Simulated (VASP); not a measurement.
Crystal: RbTl.

```
Rb Tl
1.0
     4.16041    0.00000    0.00000
     0.00000    4.16041    0.00000
     0.00000    0.00000    4.16041
Rb Tl
1 1
Direct
  0.00000 0.00000 0.00000
  0.50000 0.50000 0.50000
```

```yaml
Program: VASP 6.6.1
Task: relaxation of cell and atoms
Functional: PBE
Potentials_or_basis: VASP PAW PBE potentials, release 64 (Rb_sv, Tl_d)
Cutoff: 600 eV
k_mesh: 14 × 14 × 14
Occupations: gaussian, width 0.1 eV
Spin: no spin polarisation
```

At the start: pressure 3.5 GPa; volume 36.01 Å³/atom.

Problem. Where does the relaxation end?

Solution. Over 5 steps the energy falls by 80.1 meV/atom and the volume is 45.29 Å³/atom (+25.8 %); space group Pm-3m (No. 221, to 0.1 Å) before and after.

The path:
| step | energy change (eV) | largest force (eV/Å) | pressure (GPa) | volume (Å³) |
| --- | --- | --- | --- | --- |
| 1 | 0.0000 | 0.0000 | 3.46 | 72.01 |
| 2 | -0.1216 | 0.0000 | 1.37 | 80.41 |
| 3 | -0.1575 | 0.0000 | 0.31 | 87.58 |
| 4 | -0.1602 | 0.0000 | 0.05 | 90.01 |
| 5 | -0.1602 | 0.0000 | -0.01 | 90.57 |

Final structure:
```xyz
2
Lattice="4.4909 0.0000 0.0000 0.0000 4.4909 0.0000 0.0000 0.0000 4.4909" Properties=species:S:1:pos:R:3 pbc="T T T"
Rb    0.0000    0.0000    0.0000
Tl    2.2454    2.2454    2.2454
```

Caveat: the volume moved by over 15 % at a fixed basis, so the end points are rough.
